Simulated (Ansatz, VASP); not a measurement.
## HfS2 in VASP and in Ansatz

INCAR

```
PREC     = Accurate       # precision mode
ENCUT    = 400            # plane-wave cutoff, eV
EDIFF    = 1E-6           # SCF threshold, eV
ISMEAR   = 0              # smearing method
SIGMA    = 0.02           # smearing width, eV
LREAL    = False          # projectors in reciprocal space
LASPH    = True           # aspherical terms in the spheres
NELM     = 120            # most SCF steps
ALGO     = Normal         # electronic algorithm
ISIF     = 2              # what is computed and relaxed
LWAVE    = False          # write WAVECAR
LCHARG   = True           # write CHGCAR
LDIPOL   = True         
IDIPOL   = 3            
DIPOL    = 0.5 0.5 0.500
GGA      = PE             # functional
IVDW     = 12             # dispersion correction
LELF     = True           # ELF
LVHAR    = True         
LVACPOTAV= True         
NBANDS   = 18             # bands
GGA_COMPAT= False        
NELMDL   = -8
```

Contents of KPOINTS:

```
Automatic mesh
0
Gamma
  9 9 1
```

POSCAR

```
HfS2
1.0
    3.6910000000      0.0000000000      0.0000000000
   -1.8455000000      3.1964997654      0.0000000000
    0.0000000000      0.0000000000     31.8247012176
S Hf
2 1
Direct
    0.6666666667      0.3333333333      0.4506986730
    0.3333333333      0.6666666667      0.5493013270
    0.0000000000      0.0000000000      0.5000000000
```

Input for Ansatz:

```yaml
crystal:
  lattice:
    - [3.691, 0.0, 0.0]
    - [-1.8455, 3.1964997654, 0.0]
    - [0.0, 0.0, 31.8247012176]
  atoms:
    - { symbol: S, position: [0.6666666667, 0.3333333333, 0.450698673] }
    - { symbol: Hf, position: [0.0, 0.0, 0.5] }
    - { symbol: S, position: [0.3333333333, 0.6666666667, 0.549301327] }
  periodic: [true, true, false]
basis:
  ecutwfc: 420
kpoints:
  mp_grid: { grid: [9, 9, 1] }
hamiltonian:
  xc: pbe
  pseudopotentials: { kind: paw, azcp: { folder: soft_1 } }
  dispersion: d3bj
scf:
  occupations: { method: gaussian, width: 0.02 }
output:
  forces: true
  stress: true
  eigenvalues: true
```

Alike in both runs: task single point; functional PBE; dispersion D3(BJ); k mesh 9 × 9 × 1; occupations gaussian, width 0.02 eV; no spin polarisation.

|  | VASP | Ansatz |
| --- | --- | --- |
| version | VASP 6.6.1 | Ansatz 0.2.0 |
| potentials or method | VASP PAW PBE potentials, release 64 (S, Hf_pv), cutoff 400 eV | scalar-relativistic, plane waves, PAW |
| valence electrons in the cell | 22 | 38 |

Ansatz gave:

* gap on the k mesh at the Fermi level (eV): 1.07
* least direct gap on the mesh (eV): 2.00
* rms of the force components (eV/Å): 0.728

Q: Which values does VASP return?

A: gap on the k mesh at the Fermi level (eV): 1.07; least direct gap on the mesh (eV): 2.00; rms of the force components (eV/Å): 0.757.

VASP's potentials hold 22 valence electrons a cell and Ansatz's 38, so a difference there can come from the potentials and not from the codes.

Spin-orbit coupling is off throughout.
